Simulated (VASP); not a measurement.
# YbMg2Ge2 (I4/mmm) in VASP: further runs, part 3 of 3

VASP 6.6.1. The steps go on from the part before.

## 4. Single point, revPBE

INCAR reads:

```
SYSTEM = YbMg2Ge2
PREC = Accurate
ENCUT = 520
EDIFF = 1E-7
ISMEAR = -1
SIGMA = 0.0544
LREAL = .FALSE.
LASPH = .TRUE.
NELM = 100
ALGO = Normal
ISIF = 2
LWAVE = .FALSE.
LCHARG = .FALSE.
GGA = RE
NBANDS = 36
```

KPOINTS reads:

```
Automatic mesh
0
G
  5 5 5
  0 0 0
```

POSCAR reads:

```
YbMg2Ge2
1.0
    0.0000000000      4.1343050000      0.0000000000
    4.1343050000      0.0000000000      0.0000000000
    2.0671530000      2.0671530000     -5.1220800000
Ge Yb Mg
2 1 2
Direct
    0.3750000000      0.3750000000      0.2500000000
    0.6250000000      0.6250000000      0.7500000000
    0.0000000000      0.0000000000      0.0000000000
    0.7500000000      0.2500000000      0.5000000000
    0.2500000000      0.7500000000      0.5000000000
```

Potentials or basis: VASP PAW PBE potentials, release 64 (Ge_d, Yb, Mg).

Command:

```
> cat potpaw_PBE.64/Ge_d/POTCAR potpaw_PBE.64/Yb/POTCAR potpaw_PBE.64/Mg/POTCAR > POTCAR
> mpirun -np 1 vasp_std > vasp.out
```

OUTCAR:

```text
SYSTEM = YbMg2Ge2
   PREC = Accurate
   ENCUT = 520
   EDIFF = 1E-7
   ISMEAR = -1
   LREAL = .FALSE.
   LASPH = .TRUE.
   NELM = 100
   ISIF = 2
   GGA = RE

 ion  position               nearest neighbor table
   1  0.375  0.375  0.250-   5 2.43   4 2.43   4 2.43   5 2.43   2 2.56   3 3.19   3 3.19   3 3.19
                             3 3.19
   2  0.625  0.625  0.750-   5 2.43   4 2.43   4 2.43   5 2.43   1 2.56   3 3.19   3 3.19   3 3.19
                             3 3.19
   3  0.000  0.000  0.000-   2 3.19   1 3.19   2 3.19   1 3.19   1 3.19   2 3.19   2 3.19   1 3.19
                             4 3.29   5 3.29   5 3.29   4 3.29   5 3.29   4 3.29   5 3.29   4 3.29
   4  0.750  0.250  0.500-   1 2.43   2 2.43   2 2.43   1 2.43   5 2.92   5 2.92   5 2.92   5 2.92
                             3 3.29   3 3.29   3 3.29   3 3.29
   5  0.250  0.750  0.500-   1 2.43   2 2.43   2 2.43   1 2.43   4 2.92   4 2.92   4 2.92   4 2.92
[... 900 lines left out ...]
  in kB      238.2174040    238.2174040    228.8723347      0.0000000     -0.0000223     -0.0000223
  external PRESSURE =     235.1023809 kB  Pullay stress =       0.0000000 kB

 VOLUME and BASIS-vectors are now :
 -----------------------------------------------------------------------------
  energy-cutoff  :      520.00
  volume of cell :       87.55
      direct lattice vectors                 reciprocal lattice vectors
     0.000000000  4.134305000  0.000000000     0.000000000  0.241878623  0.097616617
     4.134305000  0.000000000  0.000000000     0.241878623  0.000000000  0.097616617
     2.067153000  2.067153000 -5.122080000     0.000000000  0.000000000 -0.195233187

 POSITION                                       TOTAL-FORCE (eV/Angst)
 -----------------------------------------------------------------------------------
      2.06715      2.06715     -1.28052        -0.000000     -0.000000      3.064133
      4.13431      4.13431     -3.84156         0.000000      0.000000     -3.064133
      0.00000      0.00000      0.00000        -0.000000      0.000000      0.000000
      2.06715      4.13431     -2.56104        -0.000000     -0.000000      0.000000
      4.13431      2.06715     -2.56104         0.000000     -0.000000      0.000000
 -----------------------------------------------------------------------------------
    total drift:                               -0.000000     -0.000000     -0.000000

  FREE ENERGIE OF THE ION-ELECTRON SYSTEM (eV)
  ---------------------------------------------------
  free  energy   TOTEN  =       -14.4642993552 eV

  energy  without entropy=      -14.4342541598  energy(sigma->0) =      -14.44927676
```

Run time: 2.6 min. Hardware: 1 thread of AMD EPYC 7R13 (Zen 3), shared host; peak memory 0.22 GiB.

What came out:

```yaml
Free_energy: -14.4643 eV
Pressure: 23.5 GPa
Largest_force: 3.064 eV/Å
Band_gap_on_the_k_mesh: zero (bands 28 and 29 overlap by 0.55 eV)
```

Forces in eV/Å, atoms in the order of the input:
```
Ge   0.000  0.000  3.064
Ge   0.000  0.000 -3.064
Yb   0.000  0.000  0.000
Mg   0.000  0.000  0.000
Mg   0.000  0.000  0.000
```

Caveat: the cell stands under pressure; the PAW data sets were made with another functional, which shifts forces and pressure a little; spin-orbit coupling is left out, which moves the levels of the heavy elements. Spin polarisation is off, so any magnetic state and its effect on volume and gap are missing.

## 5. Single point, PBEsol+U

INCAR reads:

```
SYSTEM = YbMg2Ge2
PREC     = Accurate       ! precision mode
ENCUT    = 520            ! plane-wave cutoff, eV
EDIFF    = 1E-6           ! SCF threshold, eV
ISMEAR   = -1             ! smearing method
SIGMA    = 0.0544         ! smearing width, eV
LREAL    = .FALSE.        ! projectors in reciprocal space
LASPH    = .TRUE.         ! aspherical terms in the spheres
NELM     = 150            ! most SCF steps
ALGO     = Normal         ! electronic algorithm
ISIF     = 2              ! what is computed and relaxed
LWAVE    = .FALSE.        ! write WAVECAR
LCHARG   = .FALSE.        ! write CHGCAR
LMAXMIX  = 6              ! l up to which the mixer works
LDAU     = .TRUE.         ! DFT+U
LDAUTYPE = 2            
LDAUL    = -1 3 -1        ! shell
LDAUU    = 0 2 0          ! U, eV
LDAUJ    = 0 0 0        
LDAUPRINT= 1            
GGA      = PS             ! functional
NBANDS   = 36             ! bands
```

KPOINTS is that of step 4.

POSCAR is that of step 4.

Command:

```
> cat potpaw_PBE.64/Ge_d/POTCAR potpaw_PBE.64/Yb/POTCAR potpaw_PBE.64/Mg/POTCAR > POTCAR
> mpirun -np 1 vasp_std > vasp.out
```

It took 70 s on 1 thread of AMD EPYC 7R13 (Zen 3), shared host; peak memory 0.22 GiB.

Results (log left out):

| Quantity | Value |
| --- | --- |
| Free energy | -17.5901 eV |
| Pressure | 18.2 GPa |
| Largest force | 3.061 eV/Å |
| Band gap on the k mesh | zero (bands 28 and 29 overlap by 0.58 eV) |

Forces in eV/Å, atoms in the order of the input:
```
Ge   0.000  0.000  3.061
Ge   0.000  0.000 -3.061
Yb   0.000  0.000  0.000
Mg   0.000  0.000  0.000
Mg   0.000  0.000  0.000
```

Stress tensor (GPa, compression positive):
```
18.63  0.00  0.00
 0.00 18.63  0.00
 0.00  0.00 17.23
```

Levels at points of the mesh, in eV from the Fermi level:
```tsv
k point	band 26	band 27	band 28	band 29	band 30	band 31
(0.00, 0.00, 0.00)	-0.53	-0.12	-0.12	0.13	0.26	1.96
```

Eigenvalues of the final occupation matrices:
| site | spin | trace | eigenvalues |
| --- | --- | --- | --- |
| site 3 f | 1 | 6.83 | 0.94 0.98 0.98 0.98 0.98 0.98 0.98 |
| site 3 f | 2 | 6.83 | 0.94 0.98 0.98 0.98 0.98 0.98 0.98 |

Caveat: the cell stands under pressure; the PAW data sets were made with another functional, which shifts forces and pressure a little; spin-orbit coupling is left out, which moves the levels of the heavy elements; U without spin polarisation on a metal has little footing. Spin polarisation is off, so any magnetic state and its effect on volume and gap are missing.

## 6. Single point, PBEsol

INCAR reads:

```
SYSTEM = YbMg2Ge2
ALGO = Normal
EDIFF = 1E-7
ENCUT = 520
GGA = PS
ISIF = 2
ISMEAR = -1
LASPH = .True.
LCHARG = .False.
LREAL = .False.
LWAVE = .False.
NBANDS = 36
NELM = 100
PREC = Accurate
SIGMA = 0.0544
```

KPOINTS reads:

```
k-points
0
Gamma
  8 8 8
  0 0 0
```

POSCAR is that of step 5.

Potentials or basis: VASP PAW PBE potentials, release 64 (Ge_d, Yb, Mg).

Command:

```
> cat potpaw_PBE.64/Ge_d/POTCAR potpaw_PBE.64/Yb/POTCAR potpaw_PBE.64/Mg/POTCAR > POTCAR
> mpirun -np 1 vasp_std > vasp.out
```

Run time: 7.9 min. Hardware: 1 thread of AMD EPYC 7R13 (Zen 3), shared host; peak memory 0.33 GiB.

It converged, with:

| Item | Value |
| --- | --- |
| Free energy | -17.9680 eV |
| Pressure | 17.8 GPa |
| Largest force | 3.026 eV/Å |
| Band gap on the k mesh | zero (bands 28 and 29 overlap by 0.93 eV) |

Forces on the atoms (eV/Å):
```
Ge   0.000  0.000  3.026
Ge   0.000  0.000 -3.026
Yb   0.000  0.000  0.000
Mg   0.000  0.000  0.000
Mg   0.000  0.000  0.000
```

Stress tensor (GPa, compression positive):
```
18.13  0.00  0.00
 0.00 18.13  0.00
 0.00  0.00 17.26
```

Levels at points of the mesh, in eV from the Fermi level:
| k point | band 25 | band 26 | band 27 | band 28 | band 29 | band 30 | band 31 | band 32 |
| --- | --- | --- | --- | --- | --- | --- | --- | --- |
| (0.00, 0.00, 0.00) | -0.41 | -0.39 | -0.04 | -0.04 | 0.07 | 0.14 | 1.86 | 3.11 |
| (0.50, 0.00, 0.00) | -0.38 | -0.35 | -0.23 | -0.14 | 0.18 | 2.04 | 2.20 | 2.75 |
| (0.50, 0.50, 0.00) | -0.39 | -0.38 | -0.38 | -0.38 | 0.38 | 0.74 | 3.15 | 4.62 |
| (0.00, 0.00, 0.50) | -0.33 | -0.28 | -0.28 | 0.03 | 0.18 | 0.18 | 1.20 | 3.86 |

Caveat: the cell stands under pressure; the PAW data sets were made with another functional, which shifts forces and pressure a little; spin-orbit coupling is left out, which moves the levels of the heavy elements.

## 7. Summary

```csv
level,U,k mesh,gap on the mesh (eV),pressure (GPa),largest force (eV/Å)
PBEsol,-,5 × 5 × 5,none,19.1,3.05
PBEsol+D4,-,5 × 5 × 5,none,17.8,3.06
revPBE,-,5 × 5 × 5,none,23.5,3.06
PBEsol+U,Yb f U = 2.0 eV,5 × 5 × 5,none,18.2,3.06
PBEsol,-,8 × 8 × 8,none,17.8,3.03
```

Alike in all rows: task single point; potentials or basis VASP PAW PBE potentials, release 64 (Ge_d, Yb, Mg); no spin polarisation; cell as given; cutoff (eV) 520; smearing fermi-dirac 0.0544 eV.

The pressure there spans 17.8 GPa (PBEsol+D4) to 23.5 GPa (revPBE); a positive pressure means that this level wants a larger cell, a negative one a smaller.

Caveats: the cell stands under pressure; the PAW data sets were made with another functional, which shifts forces and pressure a little; spin-orbit coupling is left out, which moves the levels of the heavy elements; U without spin polarisation on a metal has little footing (at least some runs).

Absolute energies hang on the potentials; compare differences alone.
